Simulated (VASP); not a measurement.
A run of VASP 6.6.1 is set up as follows.

Contents of INCAR:

```
PREC = Accurate ; ENCUT = 520
EDIFF = 1E-6 ; ISMEAR = 1
SIGMA = 0.1 ; LREAL = False
LASPH = True ; NELM = 100
ALGO = Normal ; ISIF = 2
LWAVE = False ; LCHARG = False
GGA = PS ; IVDW = 12
NBANDS = 34
```

The input KPOINTS:

```
regular mesh
0
Gamma
  6 6 5
```

POSCAR

```
Ga
1.0
    3.8169566100     -2.3266295500      0.0000000000
    3.8169566100      2.3266295500      0.0000000000
    0.0000000000      0.0000000000      4.4882540000
Ga
4
Direct
    0.9903146100      0.3344495100      0.2500000000
    0.3344495100      0.9903146100      0.7500000000
    0.0096853900      0.6655504900      0.7500000000
    0.6655504900      0.0096853900      0.2500000000
```

Potentials or basis: VASP PAW PBE potentials, release 64 (Ga_d).

Command:

```bash
$ cat potpaw_PBE.64/Ga_d/POTCAR > POTCAR
$ mpirun -np 1 vasp_std > vasp.out
```

What does it give for the dispersion energy per atom?

-0.283 eV.

Predict the band gap on the k mesh.

zero (bands 26 and 27 overlap by 0.66 eV).

Stress tensor (GPa, compression positive):
```
-2.29  0.00  0.00
 0.00 -3.36  0.00
 0.00  0.00 -2.09
```

Caveat: three body term missing; the PAW data sets were made with another functional, which shifts forces and pressure a little.
